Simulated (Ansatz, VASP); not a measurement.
## One calculation of ZnS, two programs

INCAR

```
SYSTEM = ZnS
  PREC = Accurate
  ENCUT = 520
  EDIFF = 1E-8
  ISMEAR = -1
  SIGMA = 0.01
  LREAL = .False.
  LASPH = .True.
  NELM = 100
  ALGO = Normal
  ISIF = 2
  LWAVE = .False.
  LCHARG = .False.
  GGA = PS
  LEFG = .True.
  NBANDS = 16
```

The input KPOINTS:

```
Automatic mesh
0
Gamma
  8 8 8
  0 0 0
```

The input POSCAR:

```
ZnS
1.0
    0.0000000000      2.7136356142      2.7136356142
    2.7136356142      0.0000000000      2.7136356142
    2.7136356142      2.7136356142      0.0000000000
Zn S
1 1
Direct
    0.0000000000      0.0000000000      0.0000000000
    0.7500000000      0.7500000000      0.7500000000
```

Input for Ansatz:

```yaml
crystal:
  lattice:
    - [0.0, 2.7136356142, 2.7136356142]
    - [2.7136356142, 0.0, 2.7136356142]
    - [2.7136356142, 2.7136356142, 0.0]
  atoms:
    - { symbol: Zn, position: [0.0, 0.0, 0.0] }
    - { symbol: S, position: [0.75, 0.75, 0.75] }
kpoints:
  mp_grid: { grid: [8, 8, 8] }
scf:
  occupations: { method: fermi_dirac, width: 0.01 }
hamiltonian:
  xc: pbesol
  pseudopotentials: { kind: all_electron, datasets: crystal }
output:
  forces: true
  stress: true
  eigenvalues: true
  efg: { contact_densities: true }
```

Change from the starting cell: volume scaled by 1.01, crystal datasets.

Alike in both runs: task electric field gradients; functional PBEsol; k mesh 8 × 8 × 8; occupations fermi-dirac, width 0.01 eV; no spin polarisation.

|  | VASP | Ansatz |
| --- | --- | --- |
| version | VASP 6.6.1 | Ansatz 0.2.0 |
| potentials or method | VASP PAW PBE potentials, release 64 (Zn, S), cutoff 520 eV | all-electron PAW with datasets made for the crystal, scalar-relativistic |

|  | VASP | Ansatz | Ansatz less VASP |
| --- | --- | --- | --- |
| gap on the k mesh at the Fermi level (eV) | 1.92 | 1.92 | -0.001 |
| pressure (GPa) | -2.7 | -2.8 | -0.16 |

VASP's potentials were made for PBE, not for PBEsol. Ansatz ran all-electron here, and VASP with PAW potentials.
